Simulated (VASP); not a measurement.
A run of VASP 6.6.1 is set up as follows.

Contents of INCAR:

```
  PREC = Accurate
  ENCUT = 520
  EDIFF = 1E-6
  ISMEAR = 0
  SIGMA = 0.1
  LREAL = Auto
  LASPH = True
  NELM = 120
  ALGO = Normal
  ISIF = 2
  LWAVE = False
  LCHARG = False
  LDIPOL = True
  IDIPOL = 3
  DIPOL = 0.5 0.5 0.499
  GGA = PE
  IVDW = 12
  NBANDS = 132
  GGA_COMPAT = False
  NELMDL = -8
```

The input KPOINTS:

```
Automatic mesh
0
Gamma
  3 3 1
```

The input POSCAR:

```
Zr6H3N7
1.0
    6.4475937667      0.0000000000      0.0000000000
    0.0000000000      6.4475937667      0.0000000000
    0.0000000000      0.0000000000     22.9523372748
Zr N H
12 14 6
Direct
    0.2500000000      0.2500000000      0.3485483811
    0.2500000000      0.7500000000      0.3485483811
    0.7500000000      0.2500000000      0.3485483811
    0.7500000000      0.7500000000      0.3485483811
    0.5001482119      0.5015907239      0.4462291960
    0.5001585179     -0.0016112827      0.4462343141
    0.0001604924      0.5016080756      0.4462360216
    0.0001507328     -0.0015870236      0.4462320483
    0.7502662337      0.7504253932      0.5425618688
    0.7502781243      0.2508626976      0.5404132750
    0.2502518765      0.7495485144      0.5425640120
    0.2502882143      0.2491136687      0.5404093722
    0.5000000000      0.5000000000      0.3485483811
    0.5000000000      0.0000000000      0.3485483811
    0.0000000000      0.5000000000      0.3485483811
    0.0000000000      0.0000000000      0.3485483811
    0.7501184406      0.7497668241      0.4432986513
    0.7501361191      0.2501512753      0.4446148218
    0.2501184497      0.7502354966      0.4433010008
    0.2501366446      0.2498395278      0.4446148517
    0.0008432153      0.0011121488      0.5477257350
   -0.0001959709      0.4988990747      0.5477464013
    0.4998132001      0.0010680512      0.5477386178
    0.5008442044      0.4988788740      0.5477167048
    0.2543446531      0.6930497385      0.6477662237
    0.7540656622      0.8066416354      0.6477733562
    0.2562434506      0.8128901827      0.6771366310
    0.1294535614      0.5997374465      0.6567549364
    0.3830457427      0.6025164686      0.6545276900
    0.6290419000      0.8997517832      0.6567768809
    0.7560330199      0.6866153052      0.6770820253
    0.8826414024      0.8972805326      0.6546043599
```

Potentials or basis: VASP PAW PBE potentials, release 64 (Zr_sv, N, H).

The run is started by

```bash
$ cat potpaw_PBE.64/Zr_sv/POTCAR potpaw_PBE.64/N/POTCAR potpaw_PBE.64/H/POTCAR > POTCAR
$ mpirun -np 1 vasp_std > vasp.out
```

(1) Estimate the dispersion energy per atom.

(2) Predict the largest force.

(3) What does it give for the band gap on the k mesh?

Answers

(1) -0.237 eV.

(2) 1.392 eV/Å.

(3) 0.11 eV (least direct gap 0.11 eV).

Caveat: semilocal functionals underestimate gaps, and a narrow one can read as zero.
